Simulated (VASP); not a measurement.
## La: single point with r2SCAN

Crystal: La.

```
CELL_PARAMETERS angstrom
-2.12383 2.12383 2.12383
2.12383 -2.12383 2.12383
2.12383 2.12383 -2.12383
ATOMIC_POSITIONS crystal
La 0.00000 0.00000 0.00000
```

```
Program                : VASP 6.6.1
Task                   : single point
Functional             : r2SCAN
Potentials or basis    : VASP PAW PBE potentials, release 64 (La)
Cutoff                 : 520 eV
k mesh                 : 9 × 9 × 9
Occupations            : fermi-dirac, width 0.05 eV
Spin                   : no spin polarisation
Dipole correction      : no
Further INCAR settings : ALGO = Normal; EDIFF = 1e-07; NBANDS = 12
```

```yaml
Pressure: -0.2 GPa
```

Levels at points of the mesh, in eV from the Fermi level:
| k point | band 3 | band 4 | band 5 | band 6 | band 7 | band 8 | band 9 | band 10 |
| --- | --- | --- | --- | --- | --- | --- | --- | --- |
| (0.00, 0.00, 0.00) | -16.75 | -16.75 | -3.41 | 1.66 | 1.66 | 1.66 | 1.72 | 1.72 |

Wall time 47 s on 1 thread of Intel(R) Xeon(R) 6975P-C (Granite Rapids) (shared host), peak memory 0.18 GiB.

Caveat: the PAW data sets were made with another functional, which shifts forces and pressure a little; spin-orbit coupling is left out, which moves the levels of the heavy elements.
